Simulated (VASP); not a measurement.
# AlH8 (P-6m2) in VASP: further runs

AlH8 is run at these levels: PBE; tasks: single point, relaxation of cell and atoms.

Program: VASP 6.6.1. These are calculated values, not measurements. Logs are shortened: lines on timing, memory, paths and dates and some standing lists are left out, and cuts for length are marked.

### 1 The cell of the first run

Symmetry: P-6m2, No. 187, hexagonal system. Conventional cell: a = 6.367 Å, b = 6.367 Å, c = 5.818 Å, α = 90.00°, β = 90.00°, γ = 120.00°. Within 2.1 Å of Al (site symmetry -6m2) lie 3 H at 1.60 Å. H (site symmetry mm2) has 1 Al at 1.60 Å within 2.1 Å. Within 1.0 Å of H (site symmetry 3m) lie 1 H at 0.75 Å. H (site symmetry -6m2) has 18 H at 3.58 to 4.47 Å and 6 Al at 4.69 Å within 4.7 Å. Within 1.0 Å of H (site symmetry 3m) lie 1 H at 0.75 Å.

### 2 Single point, PBE

Contents of INCAR:

```
SYSTEM = AlH8
PREC = Accurate
ENCUT = 520
EDIFF = 1E-6
ISMEAR = 0
SIGMA = 0.1
LREAL = .False.
LASPH = .True.
NELM = 100
ALGO = Normal
ISIF = 2
LWAVE = .False.
LCHARG = .False.
GGA = PE
NBANDS = 16
```

Contents of KPOINTS:

```
Automatic mesh
0
Gamma
  9 9 8
  0 0 0
```

Contents of POSCAR:

```
AlH8
1.0
    6.3669683523      0.0000000000      0.0000000000
   -3.1834841761      5.5139563381      0.0000000000
    0.0000000000      0.0000000000      5.8184711574
Al H
1 8
Direct
    0.0000000000      0.0000000000      0.5000000000
    0.8552255015      0.1447744985      0.5000000000
    0.8552255015      0.7104510029      0.5000000000
    0.2895489971      0.1447744985      0.5000000000
    0.0000000000      0.0000000000      0.9356141250
    0.0000000000      0.0000000000      0.0643858750
    0.6666666667      0.3333333333      0.0000000000
    0.3333333333      0.6666666667      0.4356285675
    0.3333333333      0.6666666667      0.5643714325
```

Potentials or basis: VASP PAW PBE potentials, release 64 (Al, H).

Command:

```
$ cat potpaw_PBE.64/Al/POTCAR potpaw_PBE.64/H/POTCAR > POTCAR
$ mpirun -np 1 vasp_std > vasp.out
```

OUTCAR:

```text
SYSTEM = AlH8
   PREC = Accurate
   ENCUT = 520
   EDIFF = 1E-6
   ISMEAR = 0
   LREAL = .False.
   LASPH = .True.
   NELM = 100
   ISIF = 2
   GGA = PE

 ion  position               nearest neighbor table
   1  0.000  0.000  0.500-   2 1.60   3 1.60   4 1.60
   2  0.855  0.145  0.500-   1 1.60
   3  0.855  0.710  0.500-   1 1.60
   4  0.290  0.145  0.500-   1 1.60
   5  0.000  0.000  0.936-   6 0.75
   6  0.000  0.000  0.064-   5 0.75
   7  0.667  0.333  0.000-
   8  0.333  0.667  0.436-   9 0.75
   9  0.333  0.667  0.564-   8 0.75

  LATTYP: Found a hexagonal cell.
 ALAT       =     6.3669683523
 C/A-ratio  =     0.9138526902

  Lattice vectors:

 A1 = (   6.3669683523,   0.0000000000,   0.0000000000)
 A2 = (  -3.1834841761,   5.5139563381,   0.0000000000)
 A3 = (   0.0000000000,   0.0000000000,   5.8184711574)

Analysis of symmetry for initial positions (statically):
=====================================================================
 Subroutine PRICEL returns:
 Original cell was already a primitive cell.

 Routine SETGRP: Setting up the symmetry group for a
 hexagonal supercell.

 Subroutine GETGRP returns: Found 12 space group operations
 (whereof 12 operations were pure point group operations)
 out of a pool of 24 trial point group operations.

The static configuration has the point symmetry D_3h.

Analysis of symmetry for dynamics (positions and initial velocities):
=====================================================================
 Subroutine PRICEL returns:
 Original cell was already a primitive cell.

 Routine SETGRP: Setting up the symmetry group for a
 hexagonal supercell.

 Subroutine GETGRP returns: Found 12 space group operations
 (whereof 12 operations were pure point group operations)
 out of a pool of 24 trial point group operations.

The dynamic configuration has the point symmetry D_3h.

 Subroutine INISYM returns: Found 12 space group operations
 (whereof 12 operations are pure point group operations),
 and found     1 'primitive' translations

----------------------------------------------------------------------------------------

                                     Primitive cell

  volume of cell :     204.2701

  direct lattice vectors                    reciprocal lattice vectors
     6.366968352  0.000000000  0.000000000     0.157060620  0.090678992  0.000000000
    -3.183484176  5.513956338  0.000000000     0.000000000  0.181357983  0.000000000
     0.000000000  0.000000000  5.818471157     0.000000000  0.000000000  0.171866453

  length of vectors
     6.366968352  6.366968352  5.818471157     0.181357983  0.181357983  0.171866453

  position of ions in fractional coordinates (direct lattice)
     0.000000000  0.000000000  0.500000000
     0.855225502  0.144774498  0.500000000
     0.855225502  0.710451003  0.500000000
     0.289548997  0.144774498  0.500000000
     0.000000000  0.000000000  0.935614125
     0.000000000  0.000000000  0.064385875
     0.666666667  0.333333333  0.000000000
     0.333333333  0.666666667  0.435628567
     0.333333333  0.666666667  0.564371433

  ion indices of the primitive-cell ions
   primitive index   ion index
                 1           1
                 2           2
                 3           3
                 4           4
                 5           5
                 6           6
                 7           7
                 8           8
                 9           9

----------------------------------------------------------------------------------------

 KPOINTS: Automatic mesh

Automatic generation of k-mesh.
 Grid dimensions read from file:
 generate k-points for:    9    9    8

 Generating k-lattice:

  Cartesian coordinates                     Fractional coordinates (reciprocal lattice)
     0.017451180  0.010075444  0.000000000     0.111111111  0.000000000  0.000000000
     0.000000000  0.020150887  0.000000000     0.000000000  0.111111111  0.000000000
     0.000000000  0.000000000  0.021483307     0.000000000  0.000000000  0.125000000

  Length of vectors
     0.020150887  0.020150887  0.021483307

  Shift w.r.t. Gamma in fractional coordinates (k-lattice)
     0.000000000  0.000000000  0.000000000

 Subroutine IBZKPT returns following result:
 ===========================================

 Found     60 irreducible k-points:

 Following reciprocal coordinates:
            Coordinates               Weight
  0.000000  0.000000  0.000000      1.000000
  0.111111  0.000000  0.000000      6.000000
  0.222222  0.000000  0.000000      6.000000
  0.333333  0.000000  0.000000      6.000000
  0.444444  0.000000  0.000000      6.000000
  0.111111  0.111111  0.000000      6.000000
[... 16 lines left out ...]
  0.333333  0.222222  0.125000     24.000000
  0.333333  0.333333  0.125000      4.000000
 [... further k-points ...]
   k-points           NKPTS =     60   k-points in BZ     NKDIM =     60   number of bands    NBANDS=     16
   number of dos      NEDOS =    301   number of ions     NIONS =      9
   total plane-waves  NPLWV = 110592
   dimension x,y,z NGX =    48 NGY =   48 NGZ =   48
   dimension x,y,z NGXF=    96 NGYF=   96 NGZF=   96
   ions per type =               1   8
   NGX,Y,Z   is equivalent  to a cutoff of  12.53, 12.53, 13.71 a.u.
   NGXF,Y,Z  is equivalent  to a cutoff of  25.07, 25.07, 27.43 a.u.
 SYSTEM =  AlH8
   PREC   = accura    normal or accurate (medium, high low for compatibility)
   ISTART =      0    job   : 0-new  1-cont  2-samecut
   ICHARG =      2    charge: 1-file 2-atom 10-const
   ISPIN  =      1    spin polarized calculation?
   LNONCOLLINEAR =      F non collinear calculations
   LSORBIT =      F    spin-orbit coupling
   LASPH  =      T    aspherical Exc in radial PAW
   ENCUT  =  520.0 eV  38.22 Ry    6.18 a.u.  11.84 11.84 10.82*2*pi/ulx,y,z
   NELM   =    100;   NELMIN=  2; NELMDL= -5     # of ELM steps
   EDIFF  = 0.1E-05   stopping-criterion for ELM
   LREAL  =      F    real-space projection
   EDIFFG = 0.1E-04   stopping-criterion for IOM
   NSW    =      0    number of steps for IOM
   IBRION =     -1    ionic relax: 0-MD 1-quasi-New 2-CG
   NFREE  =      0    steps in history (QN), initial steepest desc. (CG)
   ISIF   =      2    stress and relaxation
   ISYM   =      2    0-nonsym 1-usesym 2-fastsym
   POTIM  = 0.5000    time-step for ionic-motion
   TEBEG  =    0.0;   TEEND  =   0.0 temperature during run
   PSTRESS=    0.0 pullay stress
   NELECT =      11.0000    total number of electrons
   NUPDOWN=      -1.0000    fix difference up-down
   EMIN   =  10.00;   EMAX   =-10.00  energy-range for DOS
   EFERMI =   0.00;   METHOD = LEGACY
   ISMEAR =     0;   SIGMA  =   0.10  broadening in eV -4-tet -1-fermi 0-gaus
   EFERMI_NEDOS =   21; number of points for ismear=-14 and -15
   IALGO  =     38    algorithm
   IMIX   =      4    mixing-type and parameters
     AMIX     =   0.40;   BMIX     =  1.00
     AMIX_MAG =   1.60;   BMIX_MAG =  1.00
  volume/ion in A,a.u.               =      22.70       153.16
  Fermi-wavevector in a.u.,A,eV,Ry     =   0.618212  1.168251  5.199957  0.382186
  Thomas-Fermi vector in A             =   1.676574
   LORBIT       =      0    0 simple, 1 ext, 2 COOP (PROOUT), +10 PAW based schemes
   GGA     = PE    functional components
   LHFCALC =     F    Hartree Fock is set to
   AEXX    =    0.0000 exact exchange contribution
   IVDW    =     0    specifies the selected vdW correction
   LEPSILON=     F    determine dielectric tensor
   LRPA    =     F    only Hartree local field effects (RPA)
 non-spin polarized calculation
 Gauss-broadening in eV      SIGMA  =   0.10
  energy-cutoff  :      520.00
  volume of cell :      204.27
 maximum number of plane-waves:      5544
 NGX is ok and might be reduce to    48
   NGX = 23   NGY = 23   NGZ = 21

 number of electron      11.0000001 magnetization

 Free energy of the ion-electron system (eV)
  ---------------------------------------------------
  ext. energy  EPLUGINS =         0.00000000
  ---------------------------------------------------
  free energy    TOTEN  =       -26.07973109 eV

  energy without entropy =      -26.03288611  energy(sigma->0) =      -26.05630860

 E-fermi :  -4.4707     XC(G=0):  -4.5542

 val. band max:       -4.4718153373   @ k =   0.1111   0.1111   0.1250
 cond. band min:      -4.4678369653   @ k =   0.3333   0.0000   0.2500
 fundamental gap:      0.0039783720
 Fermi energy:        -4.4707494334

 k-point     1 :       0.0000    0.0000    0.0000
  band No.  band energies     occupation
      1     -10.4900      2.00000
      2      -8.8014      2.00000
      3      -7.9230      2.00000
      4      -5.5288      2.00000
      5      -5.5288      2.00000
      6      -4.5057      1.37862
[... 8 lines left out ...]
     15       4.8509      0.00000
     16       4.8509      0.00000

 k-point     2 :       0.1111    0.0000    0.0000
  band No.  band energies     occupation
      1     -10.4868      2.00000
      2      -8.7859      2.00000
      3      -7.9425      2.00000
      4      -5.5628      2.00000
      5      -5.5330      2.00000
      6      -4.4887      1.20072
[... 8 lines left out ...]
     15       4.8037      0.00000
     16       4.8367      0.00000

 k-point     3 :       0.2222    0.0000    0.0000
  band No.  band energies     occupation
      1     -10.4788      2.00000
      2      -8.7425      2.00000
      3      -7.9961      2.00000
      4      -5.6436      2.00000
      5      -5.5436      2.00000
      6      -4.4500      0.76955
[... 8 lines left out ...]
     15       4.6502      0.00000
     16       4.6964      0.00000
[... 362 lines left out ...]
 k-point    23 :       0.3333    0.2222    0.1250
  band No.  band energies     occupation
      1     -10.4326      2.00000
      2      -8.6133      2.00000
      3      -8.2160      2.00000
      4      -5.8374      2.00000
      5      -5.5131      2.00000
      6      -4.4013      0.32569
[... 8 lines left out ...]
     15       4.2562      0.00000
     16       5.1719      0.00000

 k-point    24 :       0.3333    0.3333    0.1250
  band No.  band energies     occupation
      1     -10.4311      2.00000
      2      -8.5932      2.00000
      3      -8.2370      2.00000
      4      -5.8638      2.00000
      5      -5.5013      2.00000
      6      -4.3969      0.29611
[... 8 lines left out ...]
     15       4.2098      0.00000
     16       5.2573      0.00000

 [... further k-points ...]
[... 5 lines left out ...]
  --------------------------------------------------------------------------------------
  -------------------------------------------------------------------------------------
  Total       -0.0785279     -0.0785279     -0.0846840     -0.0000000      0.0000000      0.0000000
  in kB       -0.6159276     -0.6159276     -0.6642122     -0.0000000      0.0000000      0.0000000
  external PRESSURE =      -0.6320225 kB  Pullay stress =       0.0000000 kB

 VOLUME and BASIS-vectors are now :
 -----------------------------------------------------------------------------
  energy-cutoff  :      520.00
  volume of cell :      204.27
      direct lattice vectors                 reciprocal lattice vectors
     6.366968352  0.000000000  0.000000000     0.157060620  0.090678992  0.000000000
    -3.183484176  5.513956338  0.000000000     0.000000000  0.181357983  0.000000000
     0.000000000  0.000000000  5.818471157     0.000000000  0.000000000  0.171866453

 POSITION                                       TOTAL-FORCE (eV/Angst)
 -----------------------------------------------------------------------------------
      0.00000      0.00000      2.90924        -0.000000     -0.000000      0.000000
      4.98431      0.79828      2.90924         0.003497     -0.002019      0.000000
      3.18348      3.91740      2.90924         0.000000      0.004038      0.000000
      1.38266      0.79828      2.90924        -0.003497     -0.002019      0.000000
      0.00000      0.00000      5.44384        -0.000000     -0.000000      0.009686
      0.00000      0.00000      0.37463        -0.000000     -0.000000     -0.009686
      3.18348      1.83799      0.00000        -0.000000     -0.000000      0.000000
     -0.00000      3.67597      2.53469        -0.000000     -0.000000      0.009673
     -0.00000      3.67597      3.28378        -0.000000     -0.000000     -0.009673
 -----------------------------------------------------------------------------------
    total drift:                               -0.000000      0.000000      0.000000

  FREE ENERGIE OF THE ION-ELECTRON SYSTEM (eV)
  ---------------------------------------------------
  free  energy   TOTEN  =       -26.0797310902 eV

  energy  without entropy=      -26.0328861085  energy(sigma->0) =      -26.05630860
```

It took 2.2 min on 1 thread of Intel Xeon Platinum 8259CL at 2.50GHz (Skylake/Cascade Lake), shared host; peak memory 0.4 GiB.

What came out:

```
Free energy   : -26.0797 eV
Pressure      : -0.1 GPa
Largest force : 0.010 eV/Å
```

Forces on the atoms (eV/Å):
```
Al   0.000  0.000  0.000
H    0.003 -0.002  0.000
H    0.000  0.004  0.000
H   -0.003 -0.002  0.000
H    0.000  0.000  0.010
H    0.000  0.000 -0.010
H    0.000  0.000  0.000
H    0.000  0.000  0.010
H    0.000  0.000 -0.010
```

Levels at points of the mesh, in eV from the Fermi level:
| k point | band 2 | band 3 | band 4 | band 5 | band 6 | band 7 | band 8 | band 9 | band 10 | band 11 |
| --- | --- | --- | --- | --- | --- | --- | --- | --- | --- | --- |
| (0.00, 0.00, 0.00) | -4.33 | -3.45 | -1.06 | -1.06 | -0.03 | 2.54 | 6.05 | 6.20 | 6.20 | 7.41 |
| (0.00, 0.00, 0.50) | -4.61 | -3.69 | -1.04 | -1.04 | -0.05 | 4.42 | 4.86 | 6.54 | 6.54 | 6.75 |

(Continued in part 2 of 2.)
